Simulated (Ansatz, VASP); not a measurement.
**Two plane-wave programs on Ge7I**

```xyz
8
Lattice="6.4165 0.0000 0.0000 -3.2082 5.5568 0.0000 0.0000 0.0000 4.9939" Properties=species:S:1:pos:R:3 pbc="T T T"
Ge   -1.7599    2.6885    0.0000
Ge    0.0000    5.7367    0.0000
Ge    1.7599    2.6885    0.0000
Ge   -1.3472    4.4823    2.4969
Ge    0.0000    2.1490    2.4969
Ge    1.3472    4.4823    2.4969
Ge    3.2082    1.8523    2.4969
I     0.0000    0.0000    0.0000
```

Change from the starting cell: species swapped into the Mg7Al type (P-6m2, No. 187).

Alike in both runs: functional PBE; k mesh 9 × 9 × 8; occupations gaussian, width 0.1 eV; no spin polarisation.

Ansatz relaxed the structure, and its values are those at the end. VASP's run is a single point on that final structure, the one shown.

|  | VASP | Ansatz |
| --- | --- | --- |
| version | VASP 6.6.1 | Ansatz 0.2.0 |
| potentials or method | VASP PAW PBE potentials, release 64 (Ge_d, I), cutoff 520 eV | scalar-relativistic, plane waves, PAW |
| valence electrons in the cell | 105 | 115 |

```tsv
	VASP	Ansatz	Ansatz less VASP
gap on the k mesh at the Fermi level (eV)	none	none	-
pressure (GPa)	-0.1	0.0	+0.04
```

A gap of «none» marks a metal or a gap that the smearing closes. The functional is the same, so the differences come from potentials, cutoffs and numerics. VASP's potentials hold 105 valence electrons a cell and Ansatz's 115, so a difference there can come from the potentials and not from the codes.

Spin-orbit coupling is off throughout.
